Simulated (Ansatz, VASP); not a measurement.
## Te2As3: VASP beside Ansatz

```
Te As
1.0
     5.14461    0.00000    0.00000
    -2.57230    4.45536    0.00000
     0.00000    0.00000    5.92589
Te As
2 3
Direct
  0.33333 0.66667 0.23581
  0.66667 0.33333 0.76419
  0.33333 0.66667 0.77265
  0.66667 0.33333 0.22735
  0.00000 0.00000 0.00000
```

Change from the starting cell: species swapped into the Si2Rh3 type (P-3m1, No. 164).

Alike in both runs: task relaxation of cell and atoms; functional PBE; k mesh 12 × 12 × 6; occupations gaussian, width 0.1 eV; no spin polarisation.

|  | VASP | Ansatz |
| --- | --- | --- |
| version | VASP 6.6.1 | Ansatz 0.2.0 |
| potentials or method | VASP PAW PBE potentials, release 64 (Te, As), cutoff 600 eV | scalar-relativistic, plane waves, PAW |
| valence electrons in the cell | 27 | 77 |

VASP gave:

```
gap on the k mesh at the Fermi level, each at its own relaxed structure (eV)  : none
relaxed volume (Å³/atom)                                                      : 27.65
relaxed length of the cell vector where the two differ most in proportion (Å) : 5.971
```

Task: Which values does Ansatz return?

Result: gap on the k mesh at the Fermi level, each at its own relaxed structure (eV): none; relaxed volume (Å³/atom): 27.70; relaxed length of the cell vector where the two differ most in proportion (Å): 5.979.

A gap of «none» marks a metal or a gap that the smearing closes. VASP's potentials hold 27 valence electrons a cell and Ansatz's 77, so a difference there can come from the potentials and not from the codes.

Neither program's run includes spin-orbit coupling.
